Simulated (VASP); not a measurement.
Here is a VASP 6.6.1 calculation.

The input INCAR:

```
PREC = Accurate
ENCUT = 520
EDIFF = 1E-8
ISMEAR = -1
SIGMA = 0.08
LREAL = False
LASPH = True
NELM = 80
ALGO = Normal
ISIF = 2
LWAVE = False
LCHARG = False
NBANDS = 15
IBRION = 8
NSW = 1
```

KPOINTS

```
Automatic mesh
0
Gamma
  16 16 16
```

Contents of POSCAR:

```
TiC
1.0
    0.0000000000      2.1515399968      2.1515399968
    2.1515399968      0.0000000000      2.1515399968
    2.1515399968      2.1515399968      0.0000000000
Ti C
1 1
Direct
    0.0000000000      0.0000000000      0.0000000000
    0.5000000000      0.5000000000      0.5000000000
```

Potentials or basis: VASP PAW LDA potentials, release 64 (Ti_sv, C).

The run is started by

```console
$ cat potpaw_LDA.64/Ti_sv/POTCAR potpaw_LDA.64/C/POTCAR > POTCAR
$ mpirun -np 1 vasp_std > vasp.out
```

(1) Predict the highest phonon frequency at Γ, LO-TO splitting left out.

## Answers

(1) 527 cm⁻¹.

Caveat: the cell wasn't relaxed at this level first, which shifts response properties.
